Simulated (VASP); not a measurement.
A run of VASP 6.6.1 is set up as follows.

Contents of INCAR:

```
SYSTEM = ZrGe4Mo
PREC = Accurate
ENCUT = 520
EDIFF = 1E-7
ISMEAR = 0
SIGMA = 0.1
LREAL = .False.
LASPH = .True.
NELM = 60
ALGO = Normal
ISIF = 2
LWAVE = .False.
LCHARG = .False.
GGA = PE
NBANDS = 50
```

Contents of KPOINTS:

```
Automatic mesh
0
Gamma
  10 10 10
  0 0 0
```

File POSCAR:

```
ZrGe4Mo
1.0
    0.0000000000      3.7777338949      3.7777338949
    3.7777338949      0.0000000000      3.7777338949
    3.7777338949      3.7777338949      0.0000000000
Zr Ge Mo
1 4 1
Direct
    0.0000000000      0.0000000000      0.0000000000
    0.6245994857      0.6245994857      0.6245994857
    0.1262015429      0.6245994857      0.6245994857
    0.6245994857      0.1262015429      0.6245994857
    0.6245994857      0.6245994857      0.1262015429
    0.2500000000      0.2500000000      0.2500000000
```

Potentials or basis: VASP PAW PBE potentials, release 64 (Zr_sv, Ge_d, Mo_sv).

Command:

```bash
$ cat potpaw_PBE.64/Zr_sv/POTCAR potpaw_PBE.64/Ge_d/POTCAR potpaw_PBE.64/Mo_sv/POTCAR > POTCAR
$ mpirun -np 1 vasp_std > vasp.out
```

(1) What does it give for the pressure?

(2) Estimate the band gap on the k mesh.

Results:

(1) 0.1 GPa.

(2) zero (bands 41 and 42 overlap by 0.85 eV).
